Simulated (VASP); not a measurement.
# ZnO (zincite) (P6_3mc) in VASP: notebook

ZnO (zincite) is run at these levels: LDA; tasks: electric field gradients.

Everything below comes from runs of VASP 6.6.1. Logs are shortened: lines on timing, memory, paths and dates and some standing lists are left out, and cuts for length are marked.

### Step 1. The cell of the first run

Symmetry: P6_3mc, No. 186, hexagonal system. The conventional cell has a = 3.249 Å, b = 3.249 Å, c = 5.206 Å, α = 90.00°, β = 90.00°, γ = 120.00°. Zn (site symmetry 3m) has 4 O at 1.97 to 1.98 Å within 2.6 Å. Within 2.6 Å of O (site symmetry 3m) lie 4 Zn at 1.97 to 1.98 Å.

### Step 2. Electric field gradients, LDA

Input file INCAR:

```
  PREC = Accurate
  ENCUT = 520
  EDIFF = 1E-8
  ISMEAR = -1
  SIGMA = 0.02
  LREAL = False
  LASPH = True
  NELM = 120
  ALGO = Normal
  ISIF = 2
  LWAVE = False
  LCHARG = False
  LEFG = True
  NBANDS = 26
  GGA_COMPAT = False
```

Input file KPOINTS:

```
Automatic mesh
0
Gamma
  8 8 5
```

Input file POSCAR:

```
ZnO
1.0
    3.2493080000      0.0000000000      0.0000000000
   -1.6246540000      2.8139832727      0.0000000000
    0.0000000000      0.0000000000      5.2057090000
Zn O
2 2
Direct
    0.3333333333      0.6666666667      0.5000000000
    0.6666666667      0.3333333333      0.0000000000
    0.6666666667      0.3333333333      0.3790100000
    0.3333333333      0.6666666667      0.8790100000
```

Potentials or basis: VASP PAW LDA potentials, release 64 (Zn, O).

Run with:

```sh
$ cat potpaw_LDA.64/Zn/POTCAR potpaw_LDA.64/O/POTCAR > POTCAR
$ mpirun -np 1 vasp_std > vasp.out
```

OUTCAR:

```text
PREC = Accurate
   ENCUT = 520
   EDIFF = 1E-8
   ISMEAR = -1
   LREAL = False
   LASPH = True
   NELM = 120
   ISIF = 2

 ion  position               nearest neighbor table
   1  0.333  0.667  0.500-   4 1.97   3 1.98   3 1.98   3 1.98
   2  0.667  0.333  0.000-   3 1.97   4 1.98   4 1.98   4 1.98
   3  0.667  0.333  0.379-   2 1.97   1 1.98   1 1.98   1 1.98
   4  0.333  0.667  0.879-   1 1.97   2 1.98   2 1.98   2 1.98

  LATTYP: Found a hexagonal cell.
 ALAT       =     3.2493080000
 C/A-ratio  =     1.6020977390

  Lattice vectors:

 A1 = (   3.2493080000,   0.0000000000,   0.0000000000)
 A2 = (  -1.6246540000,   2.8139832727,   0.0000000000)
 A3 = (   0.0000000000,   0.0000000000,   5.2057090000)

Analysis of symmetry for initial positions (statically):
=====================================================================
 Subroutine PRICEL returns:
 Original cell was already a primitive cell.

 Routine SETGRP: Setting up the symmetry group for a
 hexagonal supercell.

 Subroutine GETGRP returns: Found 12 space group operations
 (whereof  6 operations were pure point group operations)
 out of a pool of 24 trial point group operations.

The static configuration has the point symmetry C_3v.
 The point group associated with its full space group is C_6v.

Analysis of symmetry for dynamics (positions and initial velocities):
=====================================================================
 Subroutine PRICEL returns:
 Original cell was already a primitive cell.

 Routine SETGRP: Setting up the symmetry group for a
 hexagonal supercell.

 Subroutine GETGRP returns: Found 12 space group operations
 (whereof  6 operations were pure point group operations)
 out of a pool of 24 trial point group operations.

The dynamic configuration has the point symmetry C_3v.
 The point group associated with its full space group is C_6v.

 Subroutine INISYM returns: Found 12 space group operations
 (whereof  6 operations are pure point group operations),
 and found     1 'primitive' translations

----------------------------------------------------------------------------------------

                                     Primitive cell

  volume of cell :      47.5984

  direct lattice vectors                    reciprocal lattice vectors
     3.249308000  0.000000000  0.000000000     0.307757836  0.177684070  0.000000000
    -1.624654000  2.813983273  0.000000000     0.000000000  0.355368139  0.000000000
     0.000000000  0.000000000  5.205709000     0.000000000  0.000000000  0.192096792

  length of vectors
     3.249308000  3.249308000  5.205709000     0.355368139  0.355368139  0.192096792

  position of ions in fractional coordinates (direct lattice)
     0.333333333  0.666666667  0.500000000
     0.666666667  0.333333333  0.000000000
     0.666666667  0.333333333  0.379010000
     0.333333333  0.666666667  0.879010000

  ion indices of the primitive-cell ions
   primitive index   ion index
                 1           1
                 2           2
                 3           3
                 4           4

----------------------------------------------------------------------------------------

 KPOINTS: Automatic mesh

Automatic generation of k-mesh.
 Grid dimensions read from file:
 generate k-points for:    8    8    5

 Generating k-lattice:

  Cartesian coordinates                     Fractional coordinates (reciprocal lattice)
     0.038469730  0.022210509  0.000000000     0.125000000  0.000000000  0.000000000
     0.000000000  0.044421017  0.000000000     0.000000000  0.125000000  0.000000000
     0.000000000  0.000000000  0.038419358     0.000000000  0.000000000  0.200000000

  Length of vectors
[... 38 lines left out ...]
   number of dos      NEDOS =    301   number of ions     NIONS =      4
   total plane-waves  NPLWV =  23040
   dimension x,y,z NGX =    24 NGY =   24 NGZ =   40
   dimension x,y,z NGXF=    48 NGYF=   48 NGZF=   80
   ions per type =               2   2
   NGX,Y,Z   is equivalent  to a cutoff of  12.28, 12.28, 12.77 a.u.
   NGXF,Y,Z  is equivalent  to a cutoff of  24.56, 24.56, 25.55 a.u.
 SYSTEM =  unknown system
   PREC   = accura    normal or accurate (medium, high low for compatibility)
   ISTART =      0    job   : 0-new  1-cont  2-samecut
   ICHARG =      2    charge: 1-file 2-atom 10-const
   ISPIN  =      1    spin polarized calculation?
   LNONCOLLINEAR =      F non collinear calculations
   LSORBIT =      F    spin-orbit coupling
   LASPH  =      T    aspherical Exc in radial PAW
   ENCUT  =  520.0 eV  38.22 Ry    6.18 a.u.   6.04  6.04  9.68*2*pi/ulx,y,z
   NELM   =    120;   NELMIN=  2; NELMDL= -5     # of ELM steps
   EDIFF  = 0.1E-07   stopping-criterion for ELM
   LREAL  =      F    real-space projection
   EDIFFG = 0.1E-06   stopping-criterion for IOM
   NSW    =      0    number of steps for IOM
   IBRION =     -1    ionic relax: 0-MD 1-quasi-New 2-CG
   NFREE  =      0    steps in history (QN), initial steepest desc. (CG)
   ISIF   =      2    stress and relaxation
   ISYM   =      2    0-nonsym 1-usesym 2-fastsym
   POTIM  = 0.5000    time-step for ionic-motion
   TEBEG  =    0.0;   TEEND  =   0.0 temperature during run
   PSTRESS=    0.0 pullay stress
   NELECT =      36.0000    total number of electrons
   NUPDOWN=      -1.0000    fix difference up-down
   EMIN   =  10.00;   EMAX   =-10.00  energy-range for DOS
   EFERMI =   0.00;   METHOD = LEGACY
   ISMEAR =    -1;   SIGMA  =   0.02  broadening in eV -4-tet -1-fermi 0-gaus
   EFERMI_NEDOS =   21; number of points for ismear=-14 and -15
   IALGO  =     38    algorithm
   IMIX   =      4    mixing-type and parameters
     AMIX     =   0.40;   BMIX     =  1.00
     AMIX_MAG =   1.60;   BMIX_MAG =  1.00
  volume/ion in A,a.u.               =      11.90        80.30
  Fermi-wavevector in a.u.,A,eV,Ry     =   1.491574  2.818667 30.270160  2.224794
  Thomas-Fermi vector in A             =   2.604212
   LORBIT       =      0    0 simple, 1 ext, 2 COOP (PROOUT), +10 PAW based schemes
   GGA     = CA    functional components
   LHFCALC =     F    Hartree Fock is set to
   AEXX    =    0.0000 exact exchange contribution
   IVDW    =     0    specifies the selected vdW correction
   LEPSILON=     F    determine dielectric tensor
   LRPA    =     F    only Hartree local field effects (RPA)
 non-spin polarized calculation
  energy-cutoff  :      520.00
  volume of cell :       47.60
 maximum number of plane-waves:      1299
   NGX = 13   NGY = 13   NGZ = 19

 number of electron      36.0000017 magnetization

 Free energy of the ion-electron system (eV)
  ---------------------------------------------------
  ext. energy  EPLUGINS =         0.00000000
  ---------------------------------------------------
  free energy    TOTEN  =       -21.12149403 eV

  energy without entropy =      -21.12149403  energy(sigma->0) =      -21.12149403

 E-fermi :   1.2586     XC(G=0): -11.4634

 val. band max:        0.8756117941   @ k =   0.0000   0.0000   0.0000
 cond. band min:       1.6180096778   @ k =   0.0000   0.0000   0.0000
 fundamental gap:      0.7423978837
 Fermi energy:         1.2586166551

 k-point     1 :       0.0000    0.0000    0.0000
  band No.  band energies     occupation
      1     -16.9239      2.00000
      2     -16.1469      2.00000
      3      -4.8899      2.00000
      4      -4.8899      2.00000
      5      -4.8522      2.00000
      6      -4.8214      2.00000
[... 685 lines left out ...]
     25      14.2147      0.00000
     26      14.4568      0.00000

 [... further k-points ...]

------------------------ aborting loop because EDIFF is reached ----------------------------------------

  FORCE on cell =-STRESS in cart. coord.  units (eV):
  Direction    XX          YY          ZZ          XY          YZ          ZX
  --------------------------------------------------------------------------------------
  -------------------------------------------------------------------------------------
  Total       -1.9675249     -1.9675249     -1.4332784      0.0000000     -0.0000000      0.0000000
  in kB      -66.2275278    -66.2275278    -48.2446158      0.0000000     -0.0000000      0.0000000
  external PRESSURE =     -60.2332238 kB  Pullay stress =       0.0000000 kB

 VOLUME and BASIS-vectors are now :
 -----------------------------------------------------------------------------
  energy-cutoff  :      520.00
  volume of cell :       47.60
      direct lattice vectors                 reciprocal lattice vectors
     3.249308000  0.000000000  0.000000000     0.307757836  0.177684070  0.000000000
    -1.624654000  2.813983273  0.000000000     0.000000000  0.355368139  0.000000000
     0.000000000  0.000000000  5.205709000     0.000000000  0.000000000  0.192096792

 POSITION                                       TOTAL-FORCE (eV/Angst)
 -----------------------------------------------------------------------------------
     -0.00000      1.87599      2.60285        -0.000000     -0.000000     -0.055623
      1.62465      0.93799      0.00000        -0.000000     -0.000000     -0.055623
      1.62465      0.93799      1.97302        -0.000000      0.000000      0.055623
     -0.00000      1.87599      4.57587         0.000000     -0.000000      0.055623
 -----------------------------------------------------------------------------------
    total drift:                               -0.000000     -0.000001     -0.000202

  FREE ENERGIE OF THE ION-ELECTRON SYSTEM (eV)
  ---------------------------------------------------
  free  energy   TOTEN  =       -21.1214940319 eV

  energy  without entropy=      -21.1214940318  energy(sigma->0) =      -21.12149403

 Electric field gradients (V/A^2)
---------------------------------------------------------------------
 ion       V_xx      V_yy      V_zz      V_xy      V_xz      V_yz
---------------------------------------------------------------------
   1      -0.430    -0.431     0.862    -0.001    -0.000     0.000
   2      -0.430    -0.431     0.862    -0.001     0.000    -0.000
   3       1.046     1.042    -2.088    -0.004    -0.000     0.000
   4       1.046     1.042    -2.088    -0.004     0.000    -0.000
---------------------------------------------------------------------

 Electric field gradients after diagonalization (V/A^2)
 (convention: |V_zz| > |V_xx| > |V_yy|)
----------------------------------------------------------------------
 ion       V_xx      V_yy      V_zz     asymmetry (V_yy - V_xx)/ V_zz
----------------------------------------------------------------------
   1      -0.432    -0.430     0.862       0.003
   2      -0.432    -0.430     0.862       0.003
   3       1.048     1.039    -2.088       0.004
   4       1.048     1.039    -2.088       0.004
----------------------------------------------------------------------

           NMR quadrupolar parameters

 Cq : quadrupolar parameter    Cq=e*Q*V_zz/h
 eta: asymmetry parameters     (V_yy - V_xx)/ V_zz
 Q  : nuclear electric quadrupole moment in mb (millibarn)
----------------------------------------------------------------------
 ion       Cq(MHz)       eta       Q (mb)
----------------------------------------------------------------------
   1       0.002       0.003       1.000
   2       0.002       0.003       1.000
   3      -0.005       0.004       1.000
   4      -0.005       0.004       1.000
----------------------------------------------------------------------
```

Run time: 63 s. Hardware: 1 thread of Intel Xeon 8259CL, shared host; peak memory 0.16 GiB.

Results:

```yaml
Free_energy: -21.1215 eV
Pressure: -6.0 GPa
Largest_force: 0.056 eV/Å
Band_gap_on_the_k_mesh: 0.74 eV, direct
```

Forces on the atoms (eV/Å):
```
Zn   0.000  0.000 -0.056
Zn   0.000  0.000 -0.056
O    0.000  0.000  0.056
O    0.000  0.000  0.056
```

Electric field gradients, principal values (V/Å²):
```csv
atom,least,middle,greatest (by size)
1 Zn,-0.430,-0.432,0.862
2 Zn,-0.430,-0.432,0.862
3 O,1.039,1.048,-2.088
4 O,1.039,1.048,-2.088
```

Caveat: without QUAD_EFG the Cq values of the log hold for a quadrupole moment of 1 mb, not for the nuclei.

(Continued in part 2 of 2.)
